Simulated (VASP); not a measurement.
A run of VASP 6.6.1 is set up as follows.

File INCAR:

```
SYSTEM = MgCdS4
ALGO = Normal
EDIFF = 1E-6
EDIFFG = -0.04
ENCUT = 600
GGA = PE
IBRION = 2
ISIF = 3
ISMEAR = 0
LASPH = .TRUE.
LCHARG = .FALSE.
LREAL = .FALSE.
LWAVE = .FALSE.
NELM = 80
NSW = 90
PREC = Accurate
SIGMA = 0.1
```

The input KPOINTS:

```
k-points
0
G
  4 4 4
  0 0 0
```

File POSCAR:

```
MgCdS4
1.0
    4.1180337900      0.0000000000      0.0000000000
    0.0000000000      4.1180337900      0.0000000000
    0.0000000000      0.0000000000      7.2377052600
Mg Cd S
1 1 4
Direct
    0.5000000000      0.5000000000      0.5000000000
    0.0000000000      0.0000000000      0.0000000000
    0.5000000000      0.0000000000      0.0000000000
    0.0000000000      0.5000000000      0.0000000000
    0.0000000000      0.0000000000      0.2737000000
    0.0000000000      0.0000000000      0.7263000000
```

Potentials or basis: VASP PAW PBE potentials, release 64 (Mg, Cd, S).

Launch:

```bash
$ cat potpaw_PBE.64/Mg/POTCAR potpaw_PBE.64/Cd/POTCAR potpaw_PBE.64/S/POTCAR > POTCAR
$ mpirun -np 1 vasp_std > vasp.out
```

Task: What does it give for the relaxed volume?

Result: 33.15 Å³/atom.

Task: Estimate the space group after relaxing (to 0.1 Å).

Result: P4/mmm (No. 123).

Task: Estimate the band gap on the k mesh.

Result: Zero (bands 19 and 20 overlap by 0.28 eV).

Forces in eV/Å, atoms in the order of the input:
```
Mg   0.000  0.000  0.000
Cd   0.000  0.000  0.000
S    0.000  0.000  0.000
S    0.000  0.000  0.000
S    0.000  0.000  0.018
S    0.000  0.000 -0.018
```

Caveat: the k points lie up to 0.34 Å⁻¹ apart in the final cell; the volume moved by over 15 % at a fixed basis, so the end points are rough; semilocal functionals underestimate gaps, so a narrow gap can read as zero.
